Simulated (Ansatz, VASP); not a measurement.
Two plane-wave programs on Al2Cu

```
Al Cu
1.0
    -2.04460    2.04460    2.89140
     2.04460   -2.04460    2.89140
     2.04460    2.04460   -2.89140
Al Cu
2 1
Direct
  0.74355 0.21772 0.46127
  0.24355 0.71772 0.46127
  0.50548 0.52742 0.03289
```

Change from the starting cell: mode 4 frozen in at -0.112 Å and mode 5 at -0.075 Å (largest displacements).

Alike in both runs: task single point; functional PBE; k mesh 14 × 14 × 14; occupations gaussian, width 0.15 eV; no spin polarisation.

|  | VASP | Ansatz |
| --- | --- | --- |
| version | VASP 6.6.1 | Ansatz 0.2.0 |
| potentials or method | VASP PAW PBE potentials, release 64 (Al, Cu), cutoff 520 eV | scalar-relativistic, plane waves, PAW |
| valence electrons in the cell | 17 | 25 |

```tsv
	VASP	Ansatz	Ansatz less VASP
gap on the k mesh at the Fermi level (eV)	none	none	-
pressure (GPa)	2.0	2.2	+0.16
traceless stress, the component that is largest in VASP (GPa)	-2.44	-2.44	-0.001
rms of the force components (eV/Å)	0.779	0.779	+0.0003
```

Atom by atom the forces differ by 0.000 eV/Å (rms over components). A gap of «none» marks a metal or a gap that the smearing closes. VASP's potentials hold 17 valence electrons a cell and Ansatz's 25, so a difference there can come from the potentials and not from the codes.
